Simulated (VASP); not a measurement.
Set up this calculation in VASP 6.6.1, as the native input.

* Task: single point
* Functional: PBE
* Potentials or basis: VASP PAW PBE potentials, release 64 (Ba_sv, Zr_sv, O)
* Cutoff: 520 eV
* k mesh: 6 × 6 × 6
* Occupations: fermi-dirac, width 0.05 eV
* Spin: no spin polarisation
* Dipole correction: no
* Further INCAR settings: ALGO = Normal; EDIFF = 1e-07; NBANDS = 28

The structure of BaZrO3 lies in POSCAR:

```
BaZrO3
1.0
    4.1913400000      0.0000000000      0.0000000000
    0.0000000000      4.1913400000      0.0000000000
    0.0000000000      0.0000000000      4.1913400000
Ba Zr O
1 1 3
Direct
    0.0000000000      0.0000000000      0.0000000000
    0.5000000000      0.5000000000      0.5000000000
    0.5000000000      0.5000000000      0.0000000000
    0.5000000000      0.0000000000      0.5000000000
    0.0000000000      0.5000000000      0.5000000000
```

These files were run (other wordings do the same):

INCAR

```
SYSTEM = BaZrO3
PREC = Accurate
ENCUT = 520
EDIFF = 1E-7
ISMEAR = -1
SIGMA = 0.05
LREAL = .False.
LASPH = .True.
NELM = 80
ALGO = Normal
ISIF = 2
LWAVE = .False.
LCHARG = .True.
GGA = PE
LELF = .True.
LVHAR = .True.
NBANDS = 28
```

KPOINTS

```
Automatic mesh
0
Gamma
  6 6 6
  0 0 0
```

Potentials or basis: VASP PAW PBE potentials, release 64 (Ba_sv, Zr_sv, O).

Launch:

```sh
$ cat potpaw_PBE.64/Ba_sv/POTCAR potpaw_PBE.64/Zr_sv/POTCAR potpaw_PBE.64/O/POTCAR > POTCAR
$ mpirun -np 1 vasp_std > vasp.out
```

It gave:

```json
{"Pressure": "5.1 GPa", "Band gap on the k mesh": "3.19 eV (least direct gap 3.41 eV)"}
```

Caveat: the cell stands under pressure; spin-orbit coupling is left out, which moves the levels of the heavy elements.

It took 69 s on 1 thread of Intel Xeon 8259CL (shared host), peak memory 0.2 GiB.
